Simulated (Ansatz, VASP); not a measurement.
## Cs4Sn: VASP beside Ansatz

```
Cs Sn
1.0
     7.71364    0.00000    0.00000
     0.00000    7.71364    0.00000
     0.00000    0.00000    7.71364
Cs Sn
4 1
Direct
  0.00000 0.00000 0.00000
  0.50000 0.50000 0.00000
  0.50000 0.00000 0.50000
  0.00000 0.50000 0.50000
  0.50000 0.50000 0.50000
```

Change from the starting cell: species swapped into the Mn4N type (Pm-3m, No. 221).

Alike in both runs: functional PBE; k mesh 4 × 4 × 4; occupations gaussian, width 0.1 eV; no spin polarisation.

Ansatz relaxed the structure, and its values are those at the end. VASP's run is a single point on that final structure, the one shown.

|  | VASP | Ansatz |
| --- | --- | --- |
| version | VASP 6.6.1 | Ansatz 0.2.0 |
| potentials or method | VASP PAW PBE potentials, release 64 (Cs_sv, Sn_d), cutoff 520 eV | scalar-relativistic, plane waves, PAW |
| valence electrons in the cell | 50 | 50 |

```tsv
	VASP	Ansatz	Ansatz less VASP
gap on the k mesh at the Fermi level (eV)	none	none	-
pressure (GPa)	0.0	0.0	0.00
```

A gap of «none» marks a metal or a gap that the smearing closes.

Spin-orbit coupling is off throughout.
